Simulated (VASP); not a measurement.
AlP2:

```
CELL_PARAMETERS angstrom
0.00000 4.22422 4.37142
2.44806 0.00000 4.37142
2.44806 4.22422 0.00000
ATOMIC_POSITIONS crystal
Al 0.75000 0.75000 0.75000
Al 0.50000 0.50000 0.50000
P 0.08300 0.41700 0.08300
P 0.41700 0.08300 0.41700
P 0.16700 0.83300 0.16700
P 0.83300 0.16700 0.83300
```

- Program: VASP 6.6.1
- Task: relaxation of cell and atoms
- Functional: PBE
- Potentials or basis: VASP PAW PBE potentials, release 64 (Al, P)
- Cutoff: 600 eV
- k mesh: 4 × 4 × 4
- Occupations: gaussian, width 0.1 eV
- Spin: no spin polarisation

At the start: pressure 0.3 GPa; volume 15.07 Å³/atom.

Task: Where does the relaxation end?

Result: Over 24 steps the energy falls by 182.8 meV/atom and the volume is 15.71 Å³/atom (+4.3 %); space group Fddd (No. 70, to 0.05 Å).

The path:
```
step  energy change (eV)  largest force (eV/Å)  pressure (GPa)  volume (Å³)
   1              0.0000                0.5888            0.30        90.41
   2             -0.1414                0.6132           -0.93        90.75
   3             -0.2008                0.7655           -1.33        90.94
   4             -0.2886                0.7290           -1.33        91.20
   5             -0.3988                0.5921           -0.07        90.48
   6             -0.4410                0.2068            1.58        89.81
   7             -0.5557                0.0680            2.02        89.93
   8             -0.7228                1.1656            4.55        90.15
   9             -0.8414                1.0790            3.89        91.00
  10             -1.0083                0.9455            2.66        93.37
  11             -1.0143                0.9279            2.52        93.95
  12             -1.0685                0.4574            1.09        94.48
  13             -1.0899                0.0085           -0.43        95.12
  14             -1.0899                0.0233           -0.48        95.14
  15             -1.0908                0.0276           -0.35        94.97
  16             -1.0921                0.0381           -0.02        94.52
  17             -1.0913                0.0570            0.64        93.62
  18             -1.0923                0.0442            0.18        94.23
  19             -1.0932                0.0258            0.21        94.21
  20             -1.0947                0.0328            0.27        94.13
  21             -1.0940                0.1614            0.38        93.96
  22             -1.0949                0.0791            0.31        94.07
  23             -1.0955                0.0680            0.22        94.12
  24             -1.0966                0.0368           -0.04        94.26
```

Final structure:
```yaml
crystal:
  lattice:
    - [0.00000, 4.22429, 4.26702]
    - [2.61479, 0.00000, 4.26702]
    - [2.61479, 4.22429, 0.00000]
  atoms:
    - { symbol: Al, position: [0.75000, 0.75000, 0.75000] }
    - { symbol: Al, position: [0.50000, 0.50000, 0.50000] }
    - { symbol: P, position: [0.11989, 0.38011, 0.11989] }
    - { symbol: P, position: [0.38011, 0.11989, 0.38011] }
    - { symbol: P, position: [0.13011, 0.86989, 0.13011] }
    - { symbol: P, position: [0.86989, 0.13011, 0.86989] }
```

Caveat: the k points lie up to 0.40 Å⁻¹ apart in the final cell.
